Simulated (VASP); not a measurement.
Wanted: the native input for a VASP 6.6.1 run.

| Quantity | Value |
| --- | --- |
| Task | single point |
| Functional | PBEsol |
| Potentials or basis | VASP PAW PBE potentials, release 64 (Rh_pv) |
| Cutoff | 520 eV |
| k mesh | 12 × 12 × 6 |
| Occupations | fermi-dirac, width 0.1 eV |
| Spin | no spin polarisation |
| Dipole correction | no |
| Further INCAR settings | ALGO = Normal; EDIFF = 1e-06; NBANDS = 22 |

The structure of Rh lies in POSCAR:

```
Rh
1.0
    2.7309790000      0.0000000000      0.0000000000
   -1.3654900000      2.3650970000      0.0000000000
    0.0000000000      0.0000000000      4.4284890000
Rh
2
Direct
    0.6666666667      0.3333333333      0.7500000000
    0.3333333333      0.6666666667      0.2500000000
```

One way to write it, as run:

INCAR

```
PREC = Accurate ; ENCUT = 520
EDIFF = 1E-6 ; ISMEAR = -1
SIGMA = 0.1 ; LREAL = False
LASPH = True ; NELM = 80
ALGO = Normal ; ISIF = 2
LWAVE = False ; LCHARG = True
GGA = PS ; LELF = True
LVHAR = True ; NBANDS = 22
```

KPOINTS

```
Automatic mesh
0
Gamma
  12 12 6
```

Potentials or basis: VASP PAW PBE potentials, release 64 (Rh_pv).

Run with:

```console
$ cat potpaw_PBE.64/Rh_pv/POTCAR > POTCAR
$ mpirun -np 1 vasp_std > vasp.out
```

It gave:

| Item | Value |
| --- | --- |
| Pressure | -13.4 GPa |
| Band gap on the k mesh | zero (band 15 reaches 11.72 eV, above the bottom of band 16 at 9.45 eV) |

Caveat: the PAW data sets were made with another functional, which shifts forces and pressure a little.

Run time: 26 s on 1 thread of Intel(R) Xeon(R) Platinum 8259CL CPU @ 2.50GHz (Skylake/Cascade Lake), on a shared host, peak memory 0.16 GiB.
